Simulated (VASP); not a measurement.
# SnO (P4/nmm) in VASP: single point with PBE

Aim: the single point of SnO with PBE.

Everything below comes from runs of VASP 6.6.1. Logs are shortened: lines on timing, memory, paths and dates and some standing lists are left out, and cuts for length are marked.

### 1 The cell of the first run

The structure is tetragonal, space group P4/nmm (No. 129). Conventional cell: a = 3.814 Å, b = 3.814 Å, c = 4.887 Å, α = 90.00°, β = 90.00°, γ = 90.00°. Within 2.9 Å of Sn (site symmetry 4mm) lie 4 O at 2.23 Å. Within 2.9 Å of O (site symmetry -4m2) lie 4 Sn at 2.23 Å and 4 O at 2.70 Å.

### 2 Single point, PBE

INCAR reads:

```
PREC     = Accurate       # precision mode
ENCUT    = 520            # plane-wave cutoff, eV
EDIFF    = 1E-7           # SCF threshold, eV
ISMEAR   = 0              # smearing method
SIGMA    = 0.1            # smearing width, eV
LREAL    = False          # projectors in reciprocal space
LASPH    = True           # aspherical terms in the spheres
NELM     = 60             # most SCF steps
ALGO     = Normal         # electronic algorithm
ISIF     = 2              # what is computed and relaxed
LWAVE    = False          # write WAVECAR
LCHARG   = False          # write CHGCAR
GGA      = PE             # functional
NBANDS   = 28             # bands
```

KPOINTS reads:

```
regular mesh
0
Gamma
  6 6 4
```

POSCAR reads:

```
SnO
1.0
    3.8136952200      0.0000000000      0.0000000000
    0.0000000000      3.8136952200      0.0000000000
    0.0000000000      0.0000000000      4.8869133000
Sn O
2 2
Direct
    0.0000000000      0.5000000000      0.2353738600
    0.5000000000      0.0000000000      0.7646261400
    0.5000000000      0.5000000000      0.0000000000
    0.0000000000      0.0000000000      0.0000000000
```

Potentials or basis: VASP PAW PBE potentials, release 64 (Sn_d, O).

Run with:

```
$ cat potpaw_PBE.64/Sn_d/POTCAR potpaw_PBE.64/O/POTCAR > POTCAR
$ mpirun -np 1 vasp_std > vasp.out
```

OUTCAR:

```text
PREC = Accurate
   ENCUT = 520
   EDIFF = 1E-7
   ISMEAR = 0
   LREAL = False
   LASPH = True
   NELM = 60
   ISIF = 2
   GGA = PE

 ion  position               nearest neighbor table
   1  0.000  0.500  0.235-   3 2.23   4 2.23   4 2.23   3 2.23   2 3.54   2 3.54   2 3.54   2 3.54
                             2 3.74   2 3.74   2 3.74   2 3.74
   2  0.500  0.000  0.765-   3 2.23   4 2.23   3 2.23   4 2.23   1 3.54   1 3.54   1 3.54   1 3.54
                             1 3.74   1 3.74   1 3.74   1 3.74
   3  0.500  0.500  0.000-   1 2.23   2 2.23   2 2.23   1 2.23
   4  0.000  0.000  0.000-   1 2.23   2 2.23   1 2.23   2 2.23

  LATTYP: Found a simple tetragonal cell.
 ALAT       =     3.8136952200
 C/A-ratio  =     1.2814116016

  Lattice vectors:

 A1 = (   3.8136952200,   0.0000000000,   0.0000000000)
 A2 = (   0.0000000000,   3.8136952200,   0.0000000000)
 A3 = (   0.0000000000,   0.0000000000,   4.8869133000)

Analysis of symmetry for initial positions (statically):
=====================================================================
 Subroutine PRICEL returns:
 Original cell was already a primitive cell.

 Routine SETGRP: Setting up the symmetry group for a
 simple tetragonal supercell.

 Subroutine GETGRP returns: Found 16 space group operations
 (whereof  8 operations were pure point group operations)
 out of a pool of 16 trial point group operations.

The static configuration has the point symmetry D_2d.
 The point group associated with its full space group is D_4h.

Analysis of symmetry for dynamics (positions and initial velocities):
=====================================================================
 Subroutine PRICEL returns:
 Original cell was already a primitive cell.

 Routine SETGRP: Setting up the symmetry group for a
 simple tetragonal supercell.

 Subroutine GETGRP returns: Found 16 space group operations
 (whereof  8 operations were pure point group operations)
 out of a pool of 16 trial point group operations.

The dynamic configuration has the point symmetry D_2d.
 The point group associated with its full space group is D_4h.

 Subroutine INISYM returns: Found 16 space group operations
 (whereof  8 operations are pure point group operations),
 and found     1 'primitive' translations
[... 93 lines left out ...]
   ISPIN  =      1    spin polarized calculation?
   LNONCOLLINEAR =      F non collinear calculations
   LSORBIT =      F    spin-orbit coupling
   LASPH  =      T    aspherical Exc in radial PAW
   ENCUT  =  520.0 eV  38.22 Ry    6.18 a.u.   7.09  7.09  9.09*2*pi/ulx,y,z
   NELM   =     60;   NELMIN=  2; NELMDL= -5     # of ELM steps
   EDIFF  = 0.1E-06   stopping-criterion for ELM
   LREAL  =      F    real-space projection
   EDIFFG = 0.1E-05   stopping-criterion for IOM
   NSW    =      0    number of steps for IOM
   IBRION =     -1    ionic relax: 0-MD 1-quasi-New 2-CG
   NFREE  =      0    steps in history (QN), initial steepest desc. (CG)
   ISIF   =      2    stress and relaxation
   ISYM   =      2    0-nonsym 1-usesym 2-fastsym
   POTIM  = 0.5000    time-step for ionic-motion
   TEBEG  =    0.0;   TEEND  =   0.0 temperature during run
   PSTRESS=    0.0 pullay stress
   NELECT =      40.0000    total number of electrons
   NUPDOWN=      -1.0000    fix difference up-down
   EMIN   =  10.00;   EMAX   =-10.00  energy-range for DOS
   EFERMI =   0.00;   METHOD = LEGACY
   ISMEAR =     0;   SIGMA  =   0.10  broadening in eV -4-tet -1-fermi 0-gaus
   EFERMI_NEDOS =   21; number of points for ismear=-14 and -15
   IALGO  =     38    algorithm
   IMIX   =      4    mixing-type and parameters
     AMIX     =   0.40;   BMIX     =  1.00
     AMIX_MAG =   1.60;   BMIX_MAG =  1.00
  volume/ion in A,a.u.               =      17.77       119.91
  Fermi-wavevector in a.u.,A,eV,Ry     =   1.351614  2.554180 24.855939  1.826860
  Thomas-Fermi vector in A             =   2.479021
   LORBIT       =      0    0 simple, 1 ext, 2 COOP (PROOUT), +10 PAW based schemes
   GGA     = PE    functional components
   LHFCALC =     F    Hartree Fock is set to
   AEXX    =    0.0000 exact exchange contribution
   IVDW    =     0    specifies the selected vdW correction
   LEPSILON=     F    determine dielectric tensor
   LRPA    =     F    only Hartree local field effects (RPA)
 non-spin polarized calculation
 Gauss-broadening in eV      SIGMA  =   0.10
  energy-cutoff  :      520.00
  volume of cell :       71.08
 maximum number of plane-waves:      1936
   NGX = 15   NGY = 15   NGZ = 19

 number of electron      39.9999978 magnetization

 Free energy of the ion-electron system (eV)
  ---------------------------------------------------
  ext. energy  EPLUGINS =         0.00000000
  ---------------------------------------------------
  free energy    TOTEN  =       -22.68512432 eV

  energy without entropy =      -22.68438237  energy(sigma->0) =      -22.68475334

 E-fermi :   7.0784     XC(G=0): -10.1726

 val. band max:        7.0067683444   @ k =   0.0000   0.0000   0.0000
 cond. band min:       7.1663639865   @ k =   0.5000   0.5000   0.0000
 fundamental gap:      0.1595956421
 Fermi energy:         7.0784351042

 k-point     1 :       0.0000    0.0000    0.0000
  band No.  band energies     occupation
      1     -14.9965      2.00000
      2     -14.5612      2.00000
      3     -14.5612      2.00000
      4     -14.5611      2.00000
      5     -14.5188      2.00000
      6     -14.5091      2.00000
[... 733 lines left out ...]
     27      15.9784      0.00000
     28      15.9784      0.00000

 [... further k-points ...]

------------------------ aborting loop because EDIFF is reached ----------------------------------------

  FORCE on cell =-STRESS in cart. coord.  units (eV):
  Direction    XX          YY          ZZ          XY          YZ          ZX
  --------------------------------------------------------------------------------------
  -------------------------------------------------------------------------------------
  Total        1.8237399      1.8237399      1.4400479      0.0000000      0.0000000      0.0000000
  in kB       41.1099433     41.1099433     32.4609264      0.0000000      0.0000000      0.0000000
  external PRESSURE =      38.2269377 kB  Pullay stress =       0.0000000 kB

 VOLUME and BASIS-vectors are now :
 -----------------------------------------------------------------------------
  energy-cutoff  :      520.00
  volume of cell :       71.08
      direct lattice vectors                 reciprocal lattice vectors
     3.813695220  0.000000000  0.000000000     0.262212878  0.000000000  0.000000000
     0.000000000  3.813695220  0.000000000     0.000000000  0.262212878  0.000000000
     0.000000000  0.000000000  4.886913300     0.000000000  0.000000000  0.204628144

 POSITION                                       TOTAL-FORCE (eV/Angst)
 -----------------------------------------------------------------------------------
      0.00000      1.90685      1.15025         0.000000     -0.000000      0.461905
      1.90685      0.00000      3.73666        -0.000000      0.000000     -0.461905
      1.90685      1.90685      0.00000         0.000000     -0.000000      0.000000
      0.00000      0.00000      0.00000         0.000000      0.000000      0.000000
 -----------------------------------------------------------------------------------
    total drift:                                0.000000      0.000000      0.000000

  FREE ENERGIE OF THE ION-ELECTRON SYSTEM (eV)
  ---------------------------------------------------
  free  energy   TOTEN  =       -22.6851243223 eV

  energy  without entropy=      -22.6843823676  energy(sigma->0) =      -22.68475334
```

OSZICAR:

```text
N       E                     dE             d eps       ncg     rms          rms(c)
DAV:   1     0.419596569041E+03    0.41960E+03   -0.19783E+04  1732   0.218E+03
DAV:   2     0.380503485911E+02   -0.38155E+03   -0.36697E+03  1724   0.544E+02
DAV:   3    -0.233673448550E+02   -0.61418E+02   -0.60229E+02  1924   0.180E+02
DAV:   4    -0.263256984870E+02   -0.29584E+01   -0.29415E+01  1912   0.424E+01
DAV:   5    -0.263974355373E+02   -0.71737E-01   -0.71726E-01  1868   0.713E+00    0.117E+01
DAV:   6    -0.227120113625E+02    0.36854E+01   -0.16838E+01  2700   0.447E+01    0.495E+00
DAV:   7    -0.227038881184E+02    0.81232E-02   -0.20273E+00  2024   0.858E+00    0.248E+00
DAV:   8    -0.226912326653E+02    0.12655E-01   -0.27239E-01  2212   0.357E+00    0.807E-01
DAV:   9    -0.226841703915E+02    0.70623E-02   -0.44145E-02  2624   0.220E+00    0.236E-01
DAV:  10    -0.226854297020E+02   -0.12593E-02   -0.70333E-03  2296   0.758E-01    0.140E-01
DAV:  11    -0.226850958772E+02    0.33382E-03   -0.18791E-03  2544   0.407E-01    0.211E-02
DAV:  12    -0.226851341877E+02   -0.38311E-04   -0.27981E-04  1748   0.932E-02    0.350E-02
DAV:  13    -0.226851244611E+02    0.97266E-05   -0.39085E-05  2412   0.610E-02    0.464E-03
DAV:  14    -0.226851242446E+02    0.21650E-06   -0.51999E-06  2044   0.133E-02    0.358E-03
DAV:  15    -0.226851243223E+02   -0.77717E-07   -0.17944E-07  1468   0.340E-03
   1 F= -.22685124E+02 E0= -.22684753E+02  d E =-.741955E-03
```

stdout:

```text
POSCAR found type information on POSCAR SnO
 POSCAR found :  2 types and       4 ions
 scaLAPACK will be used
 LDA part: xc-table for (Slater+PW92), standard interpolation
 POSCAR, INCAR and KPOINTS ok, starting setup
 FFT: planning ... GRIDC
 FFT: planning ... GRID_SOFT
 FFT: planning ... GRID
 WAVECAR not read
 entering main loop
```

It took 31 s on 1 thread of Intel Xeon 6975P-C (Granite Rapids), shared host; peak memory 0.19 GiB.

What came out:

- Free energy: -22.6851 eV
- Pressure: 3.8 GPa
- Largest force: 0.462 eV/Å
- Band gap on the k mesh: 0.16 eV, indirect (least direct gap 2.03 eV)

Forces in eV/Å, atoms in the order of the input:
```
Sn   0.000  0.000  0.462
Sn   0.000  0.000 -0.462
O    0.000  0.000  0.000
O    0.000  0.000  0.000
```

Stress tensor (GPa, compression positive):
```
4.11 0.00 0.00
0.00 4.11 0.00
0.00 0.00 3.25
```

Caveat: spin-orbit coupling is left out, which moves the levels of the heavy elements.
